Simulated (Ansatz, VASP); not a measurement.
Two plane-wave programs on CdBi3O

```
Cd Bi O
1.0
     3.41396    0.00000    0.00000
     0.00000    3.41396    0.00000
     0.00000    0.00000   12.07279
Cd Bi O
1 3 1
Direct
  0.00000 0.00000 0.50000
  0.00000 0.00000 0.74163
  0.00000 0.00000 0.25837
  0.50000 0.50000 0.00000
  0.00000 0.00000 0.00000
```

Alike in both runs: functional PBE; k mesh 12 × 12 × 4; occupations gaussian, width 0.1 eV; no spin polarisation.

Ansatz relaxed the structure, and its values are those at the end. VASP's run is a single point on that final structure, the one shown.

|  | VASP | Ansatz |
| --- | --- | --- |
| version | VASP 6.6.1 | Ansatz 0.2.0 |
| potentials or method | VASP PAW PBE potentials, release 64 (Cd, Bi_d, O), cutoff 600 eV | scalar-relativistic, plane waves, PAW |
| valence electrons in the cell | 63 | 71 |

```tsv
	VASP	Ansatz	Ansatz less VASP
gap on the k mesh at the Fermi level (eV)	none	none	-
pressure (GPa)	0.0	0.0	0.00
rms of the force components (eV/Å)	0.005	0.000	-0.0049
```

A gap of «none» marks a metal or a gap that the smearing closes. With one functional, cell and mesh, what is left measures potentials, basis and numerics. VASP's potentials hold 63 valence electrons a cell and Ansatz's 71, so a difference there can come from the potentials and not from the codes.

Spin-orbit coupling is off throughout.
